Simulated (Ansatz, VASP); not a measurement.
## CsOs: VASP beside Ansatz

```xyz
2
Lattice="3.7198 0.0000 0.0000 0.0000 3.7198 0.0000 0.0000 0.0000 3.7198" Properties=species:S:1:pos:R:3 pbc="T T T"
Cs    0.0000    0.0000    0.0000
Os    1.8599    1.8599    1.8599
```

Alike in both runs: functional PBE; k mesh 16 × 16 × 16; occupations gaussian, width 0.1 eV; no spin polarisation.

Ansatz relaxed the structure, and its values are those at the end. VASP's run is a single point on that final structure, the one shown.

|  | VASP | Ansatz |
| --- | --- | --- |
| version | VASP 6.6.1 | Ansatz 0.2.0 |
| potentials or method | VASP PAW PBE potentials, release 64 (Cs_sv, Os), cutoff 520 eV | scalar-relativistic, plane waves, PAW |
| valence electrons in the cell | 17 | 25 |

|  | VASP | Ansatz | Ansatz less VASP |
| --- | --- | --- | --- |
| gap on the k mesh at the Fermi level (eV) | none | none | - |
| pressure (GPa) | 0.7 | 0.0 | -0.73 |

A gap of «none» marks a metal or a gap that the smearing closes. VASP's potentials hold 17 valence electrons a cell and Ansatz's 25, so a difference there can come from the potentials and not from the codes.

Spin-orbit coupling is off throughout.
